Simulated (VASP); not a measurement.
# MnO (Cm) in VASP: a series of runs

MnO is run at these levels: PBE, LDA, PBEsol; tasks: single point.

Program: VASP 6.6.1. These are calculated values, not measurements. Logs are shortened: lines on timing, memory, paths and dates and some standing lists are left out, and cuts for length are marked.

## 1. The cell of the first run

It takes space group Cm (No. 8, monoclinic). Conventional cell: a = 5.903 Å, b = 3.411 Å, c = 3.417 Å, α = 90.00°, β = 125.23°, γ = 90.00°. Within 2.8 Å of Mn (site symmetry m) lie 4 O at 2.09 Å. Within 2.8 Å of O (site symmetry m) lie 4 Mn at 2.09 Å.

## 2. Single point, PBE, collinear spin, ferromagnetic start (volume scaled by 0.98)

INCAR reads:

```
SYSTEM = MnO
ALGO = Normal
EDIFF = 1E-6
ENCUT = 520
GGA = PE
ISIF = 2
ISMEAR = -1
ISPIN = 2
LASPH = .TRUE.
LCHARG = .FALSE.
LMAXMIX = 4
LORBIT = 11
LREAL = .FALSE.
LWAVE = .FALSE.
MAGMOM = 4 0
NBANDS = 20
NELM = 150
PREC = Accurate
SIGMA = 0.05
```

KPOINTS reads:

```
k-points
0
G
  9 9 9
  0 0 0
```

POSCAR reads:

```
MnO
1.0
    2.9513513485     -1.7054576679      0.0000000000
    2.9513513485      1.7054576679      0.0000000000
   -1.9713086957      0.0000000000      2.7914475425
Mn O
1 1
Direct
    0.5001990000      0.5001990000      0.5006650000
    0.7498025000      0.7498025000      0.2493360000
```

Potentials or basis: VASP PAW PBE potentials, release 64 (Mn_pv, O).

On the command line:

```sh
> cat potpaw_PBE.64/Mn_pv/POTCAR potpaw_PBE.64/O/POTCAR > POTCAR
> mpirun -np 1 vasp_std > vasp.out
```

OUTCAR:

```text
SYSTEM = MnO
   EDIFF = 1E-6
   ENCUT = 520
   GGA = PE
   ISIF = 2
   ISMEAR = -1
   ISPIN = 2
   LASPH = .TRUE.
   LORBIT = 11
   LREAL = .FALSE.
   NELM = 150
   PREC = Accurate

 ion  position               nearest neighbor table
   1  0.500  0.500  0.501-   2 2.09   2 2.09   2 2.09   2 2.09
   2  0.750  0.750  0.249-   1 2.09   1 2.09   1 2.09   1 2.09

  LATTYP: Found a base centered monoclinic cell.
 ALAT       =     5.9027026970
 B/A-ratio  =     0.5778565364
 C/A-ratio  =     0.5789455757
 COS(beta)  =    -0.5768541066

  Lattice vectors:

 A1 = (   2.9513513485,  -1.7054576679,   0.0000000000)
 A2 = (   2.9513513485,   1.7054576679,   0.0000000000)
 A3 = (  -1.9713086957,   0.0000000000,   2.7914475425)

Analysis of symmetry for initial positions (statically):
=====================================================================
 Subroutine PRICEL returns:
 Original cell was already a primitive cell.

 Routine SETGRP: Setting up the symmetry group for a
 base centered monoclinic supercell.

 Subroutine GETGRP returns: Found  2 space group operations
 (whereof  2 operations were pure point group operations)
 out of a pool of  4 trial point group operations.

The static configuration has the point symmetry C_1h.

Analysis of symmetry for dynamics (positions and initial velocities):
=====================================================================
 Subroutine PRICEL returns:
 Original cell was already a primitive cell.

 Routine SETGRP: Setting up the symmetry group for a
 base centered monoclinic supercell.

 Subroutine GETGRP returns: Found  2 space group operations
 (whereof  2 operations were pure point group operations)
 out of a pool of  4 trial point group operations.

The dynamic configuration has the point symmetry C_1h.

Analysis of structural, dynamic, and magnetic symmetry:
=====================================================================
 Subroutine PRICEL returns:
 Original cell was already a primitive cell.

 Routine SETGRP: Setting up the symmetry group for a
 base centered monoclinic supercell.

 Subroutine GETGRP returns: Found  2 space group operations
 (whereof  2 operations were pure point group operations)
 out of a pool of  4 trial point group operations.

The overall configuration has the point symmetry C_1h.

 Subroutine INISYM returns: Found  2 space group operations
 (whereof  2 operations are pure point group operations),
 and found     1 'primitive' translations

----------------------------------------------------------------------------------------

                                     Primitive cell

  volume of cell :      28.1010

  direct lattice vectors                    reciprocal lattice vectors
     2.951351348 -1.705457668  0.000000000     0.169413920 -0.293176436  0.119639408
     2.951351348  1.705457668  0.000000000     0.169413920  0.293176436  0.119639408
    -1.971308696  0.000000000  2.791447542     0.000000000  0.000000000  0.358237074

  length of vectors
     3.408674323  3.408674323  3.417343611     0.359119878  0.359119878  0.358237074

  position of ions in fractional coordinates (direct lattice)
     0.500199000  0.500199000  0.500665000
     0.749802500  0.749802500  0.249336000

  ion indices of the primitive-cell ions
   primitive index   ion index
                 1           1
                 2           2

----------------------------------------------------------------------------------------

 KPOINTS: k-points

Automatic generation of k-mesh.
 Grid dimensions read from file:
 generate k-points for:    9    9    9

 Generating k-lattice:

  Cartesian coordinates                     Fractional coordinates (reciprocal lattice)
     0.018823769 -0.032575160  0.013293268     0.111111111  0.000000000  0.000000000
     0.018823769  0.032575160  0.013293268     0.000000000  0.111111111  0.000000000
     0.000000000  0.000000000  0.039804119     0.000000000  0.000000000  0.111111111

  Length of vectors
     0.039902209  0.039902209  0.039804119

  Shift w.r.t. Gamma in fractional coordinates (k-lattice)
     0.000000000  0.000000000  0.000000000

 Subroutine IBZKPT returns following result:
 ===========================================

 Found    205 irreducible k-points:

 Following reciprocal coordinates:
            Coordinates               Weight
  0.000000  0.000000  0.000000      1.000000
  0.111111  0.000000  0.000000      4.000000
  0.222222  0.000000  0.000000      4.000000
  0.333333  0.000000  0.000000      4.000000
  0.444444  0.000000  0.000000      4.000000
  0.111111  0.111111  0.000000      2.000000
[... 16 lines left out ...]
 -0.333333  0.333333  0.000000      2.000000
  0.444444  0.444444  0.000000      2.000000
 [... further k-points ...]
   k-points           NKPTS =    205   k-points in BZ     NKDIM =    205   number of bands    NBANDS=     20
   number of dos      NEDOS =    301   number of ions     NIONS =      2
   total plane-waves  NPLWV =  21952
[... 99 lines left out ...]
      2     -45.3420      1.00000
      3     -45.3407      1.00000
      4     -14.1363      1.00000
      5      -1.2132      1.00000
      6      -0.5735      1.00000
[... 12 lines left out ...]
     19      21.2947      0.00000
     20      26.7570      0.00000

 k-point     4 :       0.3333    0.0000    0.0000
  band No.  band energies     occupation
      1     -45.3589      1.00000
      2     -45.3433      1.00000
      3     -45.3421      1.00000
      4     -13.9925      1.00000
      5      -1.3983      1.00000
      6      -0.4729      1.00000
[... 429 lines left out ...]
 k-point    23 :      -0.3333    0.3333    0.0000
  band No.  band energies     occupation
      1     -45.3593      1.00000
      2     -45.3555      1.00000
      3     -45.3458      1.00000
      4     -13.7897      1.00000
      5      -1.0418      1.00000
      6      -0.5359      1.00000
[... 12 lines left out ...]
     19      25.7770      0.00000
     20      26.9016      0.00000

 k-point    24 :       0.4444    0.4444    0.0000
  band No.  band energies     occupation
      1     -45.3644      1.00000
      2     -45.3490      1.00000
      3     -45.3485      1.00000
      4     -13.7744      1.00000
      5      -1.6414      1.00000
      6       0.0810      1.00000
[... 12 lines left out ...]
     19      26.3685      0.00000
     20      29.5578      0.00000

 [... further k-points ...]

 spin component 2

 k-point     1 :       0.0000    0.0000    0.0000
  band No.  band energies     occupation
      1     -40.5866      1.00000
      2     -40.5862      1.00000
      3     -40.5849      1.00000
      4     -13.8865      1.00000
      5       0.5927      1.00000
      6       0.6070      1.00000
[... 12 lines left out ...]
     19      23.6241      0.00000
     20      23.6436      0.00000

 k-point     2 :       0.1111    0.0000    0.0000
  band No.  band energies     occupation
      1     -40.5902      1.00000
      2     -40.5870      1.00000
      3     -40.5856      1.00000
      4     -13.8385      1.00000
      5       0.3499      1.00000
      6       0.6177      1.00000
[... 12 lines left out ...]
     19      23.0769      0.00000
     20      25.4463      0.00000

 k-point     3 :       0.2222    0.0000    0.0000
  band No.  band energies     occupation
      1     -40.6004      1.00000
      2     -40.5886      1.00000
      3     -40.5871      1.00000
      4     -13.7167      1.00000
      5      -0.1269      1.00000
      6       0.6734      1.00000
[... 12 lines left out ...]
     19      22.7313      0.00000
     20      28.0469      0.00000

 k-point     4 :       0.3333    0.0000    0.0000
  band No.  band energies     occupation
      1     -40.6119      1.00000
      2     -40.5904      1.00000
      3     -40.5889      1.00000
      4     -13.5769      1.00000
      5      -0.4971      1.00000
      6       0.7290      1.00000
[... 429 lines left out ...]
 k-point    23 :      -0.3333    0.3333    0.0000
  band No.  band energies     occupation
      1     -40.6130      1.00000
      2     -40.6063      1.00000
      3     -40.5938      1.00000
      4     -13.3782      1.00000
      5      -0.1311      1.00000
      6       0.1349      1.00000
[... 12 lines left out ...]
     19      26.7187      0.00000
     20      27.9797      0.00000

 k-point    24 :       0.4444    0.4444    0.0000
  band No.  band energies     occupation
      1     -40.6192      1.00000
      2     -40.5982      1.00000
      3     -40.5974      1.00000
      4     -13.3631      1.00000
      5      -0.6989      1.00000
      6       0.8524      1.00000
[... 12 lines left out ...]
     19      26.9556      0.00000
     20      30.4811      0.00000

 [... further k-points ...]
[... 5 lines left out ...]
  --------------------------------------------------------------------------------------
  -------------------------------------------------------------------------------------
  Total       -0.2515600     -0.2521642     -0.2862096      0.0000000      0.0000000      0.0039512
  in kB      -14.3426948    -14.3771458    -16.3182433      0.0000000      0.0000000      0.2252756
  external PRESSURE =     -15.0126947 kB  Pullay stress =       0.0000000 kB

 VOLUME and BASIS-vectors are now :
 -----------------------------------------------------------------------------
  energy-cutoff  :      520.00
  volume of cell :       28.10
      direct lattice vectors                 reciprocal lattice vectors
     2.951351348 -1.705457668  0.000000000     0.169413920 -0.293176436  0.119639408
     2.951351348  1.705457668  0.000000000     0.169413920  0.293176436  0.119639408
    -1.971308696  0.000000000  2.791447542     0.000000000  0.000000000  0.358237074

 POSITION                                       TOTAL-FORCE (eV/Angst)
 -----------------------------------------------------------------------------------
      1.96556      0.00000      1.39758         0.001417      0.000000      0.001252
      3.93434      0.00000      0.69601        -0.001417      0.000000     -0.001252
 -----------------------------------------------------------------------------------
    total drift:                                0.000032      0.000000     -0.000192

  FREE ENERGIE OF THE ION-ELECTRON SYSTEM (eV)
  ---------------------------------------------------
  free  energy   TOTEN  =       -16.4136220391 eV

  energy  without entropy=      -16.4117010712  energy(sigma->0) =      -16.41266156

 total charge

# of ion       s       p       d       tot
------------------------------------------
    1        0.228   6.204   4.927  11.360
    2        1.554   3.433   0.000   4.987
--------------------------------------------------
tot          1.783   9.637   4.927  16.347

 magnetization (x)

# of ion       s       p       d       tot
------------------------------------------
    1        0.037   0.056   4.338   4.431
    2        0.019   0.169   0.000   0.188
--------------------------------------------------
tot          0.055   0.226   4.338   4.619
```

Wall time 3.1 min (1 thread of AMD EPYC 7R13, shared host); peak memory 0.3 GiB.

Results:

```
Free energy                                           : -16.4136 eV
Pressure                                              : -1.5 GPa
Band gap on the k mesh                                : zero (filled and empty bands overlap)
Net moment                                            : 5.00 μB per cell
Site moments                                          : Mn +4.43; O +0.19 μB
Valence electrons inside the program's atomic spheres : Mn 11.36; O 4.99
```

Stress tensor (GPa, compression positive):
```
-1.43  0.00  0.02
 0.00 -1.44  0.00
 0.02  0.00 -1.63
```

Caveat: the cell differs from its parent crystal (volume scaled by 0.98); a cell with one magnetic atom can't hold antiferromagnetic order, which such compounds often take; semilocal functionals often make such compounds metallic where correlation or magnetic order opens a gap, which also shifts bond lengths.

## 3. Single point, LDA, collinear spin, ferromagnetic start (volume scaled by 0.98)

INCAR reads:

```
SYSTEM = MnO
ALGO = Normal ; EDIFF = 1E-6
ENCUT = 520 ; ISIF = 2
ISMEAR = -1 ; ISPIN = 2
LASPH = .TRUE. ; LCHARG = .FALSE.
LMAXMIX = 4 ; LORBIT = 11
LREAL = .FALSE. ; LWAVE = .FALSE.
MAGMOM = 4 0 ; NBANDS = 20
NELM = 150 ; PREC = Accurate
SIGMA = 0.05
```

KPOINTS is that of step 2.

POSCAR is that of step 2.

Potentials or basis: VASP PAW LDA potentials, release 64 (Mn_pv, O).

On the command line:

```sh
> cat potpaw_LDA.64/Mn_pv/POTCAR potpaw_LDA.64/O/POTCAR > POTCAR
> mpirun -np 1 vasp_std > vasp.out
```

It took 2.1 min on 1 thread of Intel Xeon 6975P-C (Granite Rapids), shared host; peak memory 0.27 GiB.

It converged, with:

```yaml
Free_energy: -17.3611 eV
Pressure: -12.2 GPa
Largest_force: 0.003 eV/Å
Net_moment: 4.88 μB per cell
Site_moments: Mn +4.31; O +0.19 μB
Valence_electrons_inside_the_program's_atomic_spheres: Mn 11.38; O 4.94
```

Forces on the atoms (eV/Å):
```
Mn   0.001  0.000 -0.003
O   -0.001  0.000  0.003
```

Stress tensor (GPa, compression positive):
```
-12.14   0.00   0.03
  0.00 -12.16   0.00
  0.03   0.00 -12.38
```

Levels at points of the mesh, in eV from the Fermi level:
Spin up:
```csv
k point,band 9,band 10,band 11,band 12,band 13,band 14,band 15,band 16
"(0.00, 0.00, 0.00)",-2.48,-1.23,0.19,0.19,0.20,11.83,11.90,11.90
```
Spin down:
```
           k point  band 3  band 4  band 5  band 6  band 7  band 8  band 9  band 10  band 11  band 12
(0.00, 0.00, 0.00)  -45.52  -18.67   -4.54   -4.53   -4.53   -0.21    1.28     1.28     3.17     3.17
```

Caveat: the cell differs from its parent crystal (volume scaled by 0.98); a cell with one magnetic atom can't hold antiferromagnetic order, which such compounds often take; semilocal functionals often make such compounds metallic where correlation or magnetic order opens a gap, which also shifts bond lengths.

## 4. Single point, PBEsol, collinear spin, ferromagnetic start (volume scaled by 0.98)

INCAR reads:

```
  PREC = Accurate
  ENCUT = 520
  EDIFF = 1E-7
  ISMEAR = -1
  SIGMA = 0.05
  LREAL = F
  LASPH = T
  NELM = 150
  ALGO = Normal
  ISIF = 2
  LWAVE = F
  LCHARG = F
  ISPIN = 2
  MAGMOM = 4 0
  LORBIT = 11
  LMAXMIX = 4
  GGA = PS
  NBANDS = 20
```

KPOINTS reads:

```
regular mesh
0
Gamma
  9 9 9
```

POSCAR is that of step 3.

Potentials or basis: VASP PAW PBE potentials, release 64 (Mn_pv, O).

On the command line:

```sh
> cat potpaw_PBE.64/Mn_pv/POTCAR potpaw_PBE.64/O/POTCAR > POTCAR
> mpirun -np 1 vasp_std > vasp.out
```

Run time: 2.7 min. Hardware: 1 thread of Intel Xeon 6975P-C (Granite Rapids), shared host; peak memory 0.3 GiB.

The run converged. Its results:

```yaml
Free_energy: -17.1044 eV
Pressure: -6.1 GPa
Band_gap_on_the_k_mesh: zero (filled and empty bands overlap)
Net_moment: 5.00 μB per cell
Site_moments: Mn +4.42; O +0.18 μB
Valence_electrons_inside_the_program's_atomic_spheres: Mn 11.36; O 4.96
```

Stress tensor (GPa, compression positive):
```
-6.08  0.00  0.02
 0.00 -6.08  0.00
 0.02  0.00 -6.28
```

Levels at points of the mesh, in eV from the Fermi level:
Spin up:
| k point | band 9 | band 10 | band 11 | band 12 | band 13 | band 14 | band 15 | band 16 |
| --- | --- | --- | --- | --- | --- | --- | --- | --- |
| (0.00, 0.00, 0.00) | -2.75 | -1.53 | 0.01 | 0.01 | 0.02 | 11.69 | 11.76 | 11.76 |
Spin down:
```csv
k point,band 4,band 5,band 6,band 7,band 8,band 9,band 10,band 11
"(0.00, 0.00, 0.00)",-18.93,-4.55,-4.53,-4.53,-0.10,1.53,1.54,3.36
```

Caveat: the cell differs from its parent crystal (volume scaled by 0.98); the PAW data sets were made with another functional, which shifts forces and pressure a little; a cell with one magnetic atom can't hold antiferromagnetic order, which such compounds often take; semilocal functionals often make such compounds metallic where correlation or magnetic order opens a gap, which also shifts bond lengths.

## 5. Single point, LDA, collinear spin, ferromagnetic start

This run uses another cell than the first one, of 14.34 Å³/atom, 1.020 times its volume.

INCAR reads:

```
SYSTEM = MnO
ALGO = Normal ; EDIFF = 1E-6
ENCUT = 520 ; ISIF = 2
ISMEAR = -1 ; ISPIN = 2
LASPH = .True. ; LCHARG = .False.
LMAXMIX = 4 ; LORBIT = 11
LREAL = .False. ; LWAVE = .False.
MAGMOM = 4 0 ; NBANDS = 20
NELM = 150 ; PREC = Accurate
SIGMA = 0.05
```

KPOINTS reads:

```
k-points
0
Gamma
  9 9 9
  0 0 0
```

POSCAR reads:

```
MnO
1.0
    2.9712935166     -1.7169813801      0.0000000000
    2.9712935166      1.7169813801      0.0000000000
   -1.9846287531      0.0000000000      2.8103092467
Mn O
1 1
Direct
    0.5001990000      0.5001990000      0.5006650000
    0.7498025000      0.7498025000      0.2493360000
```

Potentials or basis: VASP PAW LDA potentials, release 64 (Mn_pv, O).

On the command line:

```sh
> cat potpaw_LDA.64/Mn_pv/POTCAR potpaw_LDA.64/O/POTCAR > POTCAR
> mpirun -np 1 vasp_std > vasp.out
```

Run time: 1.8 min. Hardware: 1 thread of Intel Xeon 6975P-C (Granite Rapids), shared host; peak memory 0.28 GiB.

Results (log left out):

```yaml
Free_energy: -17.3159 eV
Pressure: -13.3 GPa
Largest_force: 0.003 eV/Å
Net_moment: 4.93 μB per cell
Site_moments: Mn +4.35; O +0.20 μB
Valence_electrons_inside_the_program's_atomic_spheres: Mn 11.36; O 4.93
```

Forces in eV/Å, atoms in the order of the input:
```
Mn   0.001  0.000 -0.003
O   -0.001  0.000  0.003
```

Stress tensor (GPa, compression positive):
```
-13.17   0.00   0.03
  0.00 -13.19   0.00
  0.03   0.00 -13.40
```

Levels at points of the mesh, in eV from the Fermi level:
Spin up:
```
           k point  band 10  band 11  band 12  band 13  band 14  band 15
(0.00, 0.00, 0.00)    -1.28     0.11     0.11     0.12    11.65    11.72
```
Spin down:
```csv
k point,band 5,band 6,band 7,band 8,band 9,band 10
"(0.00, 0.00, 0.00)",-4.44,-4.43,-4.42,-0.24,1.27,1.28
```

Caveat: a cell with one magnetic atom can't hold antiferromagnetic order, which such compounds often take; semilocal functionals often make such compounds metallic where correlation or magnetic order opens a gap, which also shifts bond lengths.

## 6. Overview

```tsv
level	potentials or basis	cell	gap on the mesh (eV)	pressure (GPa)	moment (μB)
PBE	VASP PAW PBE potentials, release 64 (Mn_pv, O)	a = 3.409, b = 3.409, c = 3.417 Å, angles 120.0, 120.0, 60.0°, 2 atoms	none	-1.5	5.00
LDA	VASP PAW LDA potentials, release 64 (Mn_pv, O)	a = 3.409, b = 3.409, c = 3.417 Å, angles 120.0, 120.0, 60.0°, 2 atoms	none	-12.2	4.88
PBEsol	VASP PAW PBE potentials, release 64 (Mn_pv, O)	a = 3.409, b = 3.409, c = 3.417 Å, angles 120.0, 120.0, 60.0°, 2 atoms	none	-6.1	5.00
LDA	VASP PAW LDA potentials, release 64 (Mn_pv, O)	a = 3.432, b = 3.432, c = 3.440 Å, angles 120.0, 120.0, 60.0°, 2 atoms	none	-13.3	4.93
```

Alike in all rows: task single point; spin collinear, ferromagnetic start; k mesh 9 × 9 × 9; cutoff (eV) 520; smearing fermi-dirac 0.05 eV.

Caveats: a cell with one magnetic atom can't hold antiferromagnetic order, which such compounds often take; semilocal functionals often make such compounds metallic where correlation or magnetic order opens a gap, which also shifts bond lengths; the PAW data sets were made with another functional, which shifts forces and pressure a little (some runs).

Absolute energies hang on the potentials; compare differences alone.
